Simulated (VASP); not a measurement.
**Al2Ru: single point with PBEsol**

Crystal: Al2Ru.

```
Al Ru
1.0
    -1.56042    1.56042    4.22181
     1.56042   -1.56042    4.22181
     1.56042    1.56042   -4.22181
Al Ru
2 1
Cartesian
  0.0000 0.0000 5.5660
  0.0000 0.0000 2.8776
  0.0000 0.0000 0.0000
```

```
Program                : VASP 6.6.1
Task                   : single point
Functional             : PBEsol
Potentials or basis    : VASP PAW PBE potentials, release 64 (Al, Ru_pv)
Cutoff                 : 520 eV
k mesh                 : 18 × 18 × 18
Occupations            : gaussian, width 0.1 eV
Spin                   : no spin polarisation
Dipole correction      : no
Further INCAR settings : ALGO = Fast; EDIFF = 1e-06; NBANDS = 17
```

```
Pressure               : -0.3 GPa
Largest force          : 0.048 eV/Å
Band gap on the k mesh : zero (bands 10 and 11 overlap by 0.17 eV)
```

Forces on the atoms (eV/Å):
```
Al   0.000  0.000 -0.048
Al   0.000  0.000  0.048
Ru   0.000  0.000  0.000
```

Stress tensor (GPa, compression positive):
```
-0.12  0.00  0.00
 0.00 -0.12  0.00
 0.00  0.00 -0.80
```

Levels at points of the mesh, in eV from the Fermi level:
```csv
k point,band 6,band 7,band 8,band 9,band 10,band 11,band 12,band 13,band 14,band 15
"(0.00, 0.00, 0.00)",-3.84,-1.99,-1.99,-1.99,-0.96,2.39,4.65,6.11,6.11,6.23
"(0.50, 0.00, 0.00)",-4.62,-2.94,-2.75,-2.56,-1.43,0.57,3.04,5.10,6.99,8.48
"(0.50, 0.50, 0.00)",-3.48,-3.43,-3.10,-1.28,-0.35,0.27,1.83,2.00,4.77,5.37
"(0.50, 0.50, 0.50)",-4.00,-2.63,-1.56,-1.56,-0.93,3.15,3.15,6.28,6.45,8.51
```

Wall time 14 min on 1 thread of Intel(R) Xeon(R) Platinum 8375C CPU @ 2.90GHz (Ice Lake) (shared host), peak memory 0.46 GiB.

Caveat: the PAW data sets were made with another functional, which shifts forces and pressure a little.
